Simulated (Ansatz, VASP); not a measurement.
**Two plane-wave programs on NbIn**

Contents of INCAR:

```
SYSTEM = NbIn
PREC = Accurate
ENCUT = 500
EDIFF = 1E-6
ISMEAR = -1
SIGMA = 0.1
LREAL = .FALSE.
LASPH = .TRUE.
NELM = 200
ALGO = Normal
ISIF = 2
LWAVE = .FALSE.
LCHARG = .TRUE.
LMAXMIX = 4
LDAU = .TRUE.
LDAUTYPE = 2
LDAUL = 2 -1
LDAUU = 8 0
LDAUJ = 0 0
LDAUPRINT = 1
GGA = PS
LELF = .TRUE.
LVHAR = .TRUE.
NBANDS = 34
GGA_COMPAT = .FALSE.
```

Contents of KPOINTS:

```
Automatic mesh
0
G
  4 6 4
  0 0 0
```

POSCAR

```
NbIn
1.0
    5.1014363100      0.0000000000      0.0000000000
    0.0000000000      3.1818936000      0.0000000000
    0.0000000000      0.0000000000      5.4385151100
Nb In
2 2
Direct
    0.2500000000      0.0000000000      0.1820000000
    0.7500000000      0.0000000000      0.8180000000
    0.2500000000      0.5000000000      0.6720000000
    0.7500000000      0.5000000000      0.3280000000
```

Input for Ansatz:

```yaml
crystal:
  lattice:
    - [5.10143631, 0.0, 0.0]
    - [0.0, 3.1818936, 0.0]
    - [0.0, 0.0, 5.43851511]
  atoms:
    - { symbol: Nb, position: [0.25, 0.0, 0.182] }
    - { symbol: Nb, position: [0.75, 0.0, 0.818] }
    - { symbol: In, position: [0.25, 0.5, 0.672] }
    - { symbol: In, position: [0.75, 0.5, 0.328] }
  symmetry: { tolerance: 0.0003 }
kpoints:
  mp_grid: { grid: [4, 6, 4], shift: [0, 0, 0] }
magnetization:
  spin_polarized: false
scf:
  occupations: { method: fermi_dirac }
hamiltonian:
  pseudopotentials: { kind: paw }
  xc: pbesol
  hubbard: { sites: [{ species: Nb, l: d, u_eff: 8.0 }], double_counting: fll }
basis:
  ecutwfc: 420
output:
  forces: true
  stress: true
  eigenvalues: true
```

Alike in both runs: task single point; functional PBEsol; k mesh 4 × 6 × 4; no spin polarisation; Hubbard terms Nb d U = 8.0 eV.

|  | VASP | Ansatz |
| --- | --- | --- |
| version | VASP 6.6.1 | Ansatz 0.2.0 |
| potentials or method | VASP PAW PBE potentials, release 64 (Nb_sv, In_d), cutoff 500 eV | PAW plane waves |
| occupations | fermi-dirac, width 0.1 eV | fermi-dirac |
| valence electrons in the cell | 52 | 52 |

|  | VASP | Ansatz | Ansatz less VASP |
| --- | --- | --- | --- |
| gap on the k mesh at the Fermi level (eV) | none | none | - |
| pressure (GPa) | -9.6 | 4.7 | +14.32 |
| traceless stress, the component that is largest in VASP (GPa) | 2.41 | -1.15 | -3.562 |
| rms of the force components (eV/Å) | 0.743 | 0.842 | +0.0989 |

VASP's potentials were made for PBE, not for PBEsol. The programs project onto different local orbitals, so the same U acts differently, and such runs can settle in different states. Atom by atom the forces differ by 0.250 eV/Å (rms over components). A gap of «none» marks a metal or a gap that the smearing closes. Ansatz's warnings: filled band counts differ across k points.
